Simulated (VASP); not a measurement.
A run of VASP 6.6.1 is set up as follows.

Contents of INCAR:

```
PREC     = Accurate       # precision mode
ENCUT    = 520            # plane-wave cutoff, eV
EDIFF    = 1E-6           # SCF threshold, eV
ISMEAR   = 0              # smearing method
SIGMA    = 0.15           # smearing width, eV
LREAL    = False          # projectors in reciprocal space
LASPH    = True           # aspherical terms in the spheres
NELM     = 100            # most SCF steps
ALGO     = Fast           # electronic algorithm
ISIF     = 2              # what is computed and relaxed
LWAVE    = False          # write WAVECAR
LCHARG   = False          # write CHGCAR
GGA      = PE             # functional
NBANDS   = 19             # bands
```

The input KPOINTS:

```
Automatic mesh
0
Gamma
  18 18 10
```

POSCAR

```
Zr
1.0
    3.2319982225      0.0000000000      0.0000000000
   -1.6159991112      2.7989925657      0.0000000000
    0.0000000000      0.0000000000      5.1470000000
Zr
2
Direct
    0.3333333333      0.6666666667      0.2500000000
    0.6666666667      0.3333333333      0.7500000000
```

Potentials or basis: VASP PAW PBE potentials, release 64 (Zr_sv).

Command:

```bash
$ cat potpaw_PBE.64/Zr_sv/POTCAR > POTCAR
$ mpirun -np 1 vasp_std > vasp.out
```

(1) Estimate the pressure.

(2) Estimate the band gap on the k mesh.

Answers

(1) 0.5 GPa.

(2) zero (band 12 reaches 9.94 eV, above the bottom of band 13 at 8.74 eV).
